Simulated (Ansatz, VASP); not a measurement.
Ti in VASP and in Ansatz

The input INCAR:

```
SYSTEM = Ti
ALGO = Normal
EDIFF = 1E-6
ENCUT = 520
GGA = PE
ISIF = 2
ISMEAR = -5
LASPH = .True.
LCHARG = .False.
LREAL = .False.
LWAVE = .False.
NBANDS = 19
NELM = 60
PREC = Accurate
SIGMA = 0.1
```

KPOINTS

```
k-points
0
Gamma
  13 13 7
  0 0 0
```

POSCAR

```
Ti
1.0
    2.9499978604      0.0000000000      0.0000000000
   -1.4749989302      2.5547730882      0.0000000000
    0.0000000000      0.0000000000      4.6860000000
Ti
2
Direct
    0.3333333333      0.6666666667      0.2500000000
    0.6666666667      0.3333333333      0.7500000000
```

Input for Ansatz:

```yaml
crystal:
  lattice:
    - [2.9499978604, 0.0, 0.0]
    - [-1.4749989302, 2.5547730882, 0.0]
    - [0.0, 0.0, 4.686]
  atoms:
    - { symbol: Ti, position: [0.3333333333, 0.6666666667, 0.25] }
    - { symbol: Ti, position: [0.6666666667, 0.3333333333, 0.75] }
kpoints:
  mp_grid: { grid: [13, 13, 7] }
scf:
  occupations: { method: tetrahedron }
hamiltonian:
  xc: pbe
  pseudopotentials: { kind: all_electron, lapw: { basis_error: 0.0005 } }
output:
  forces: true
  stress: true
  eigenvalues: true
```

Alike in both runs: task single point; functional PBE; k mesh 13 × 13 × 7; occupations tetrahedron; no spin polarisation.

```csv
,VASP,Ansatz
version,VASP 6.6.1,Ansatz 0.2.0
potentials or method,"VASP PAW PBE potentials, release 64 (Ti_sv), cutoff 520 eV","all-electron LAPW, scalar-relativistic"
```

```tsv
	VASP	Ansatz	Ansatz less VASP
pressure (GPa)	-1.9	-1.7	+0.23
traceless stress, the component that is largest in VASP (GPa)	-0.17	-0.17	+0.006
```

Ansatz ran all-electron here, and VASP with PAW potentials. Ansatz's warnings: band table not solved further, tetrahedron derivatives may miss energy slope.
